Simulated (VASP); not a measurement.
AlN: single point with LDA

AlN:

```
CELL_PARAMETERS angstrom
-0.01978 1.96811 1.96811
1.96811 -0.01978 1.96811
1.96811 1.96811 -0.01978
ATOMIC_POSITIONS crystal
Al 0.00000 0.00000 0.00000
N 0.50000 0.50000 0.50000
```

This cell differs from its parent crystal: equal xy, yz and zx shear strains of -1 %.

| Quantity | Value |
| --- | --- |
| Program | VASP 6.6.1 |
| Task | single point |
| Functional | LDA |
| Potentials or basis | VASP PAW LDA potentials, release 64 (Al, N) |
| Cutoff | 520 eV |
| k mesh | 10 × 10 × 10 |
| Occupations | fermi-dirac, width 0.02 eV |
| Spin | no spin polarisation |

```json
{"Pressure": "13.3 GPa", "Band gap on the k mesh": "4.77 eV, indirect (least direct gap 6.59 eV)"}
```

Stress tensor (GPa, compression positive):
```
13.28  3.40  3.40
 3.40 13.28  3.40
 3.40  3.40 13.28
```

Levels at points of the mesh, in eV from the valence-band top:
| k point | band 2 | band 3 | band 4 | band 5 | band 6 | band 7 |
| --- | --- | --- | --- | --- | --- | --- |
| (0.00, 0.00, 0.00) | -0.22 | -0.22 | 0.00 | 6.59 | 11.92 | 11.92 |
| (0.50, 0.00, 0.00) | -8.96 | -1.39 | -1.25 | 6.47 | 11.18 | 11.38 |
| (0.50, 0.50, 0.00) | -8.01 | -3.24 | -3.02 | 4.77 | 5.11 | 14.54 |
| (0.50, 0.50, 0.50) | -8.81 | -1.47 | -1.47 | 6.19 | 10.95 | 10.95 |

It took 33 s on 1 thread of Intel Xeon 8259CL, with other jobs on the host, peak memory 0.11 GiB.

Caveat: the cell differs from its parent crystal (equal xy, yz and zx shear strains of -1 %). A k mesh can miss the band edges.
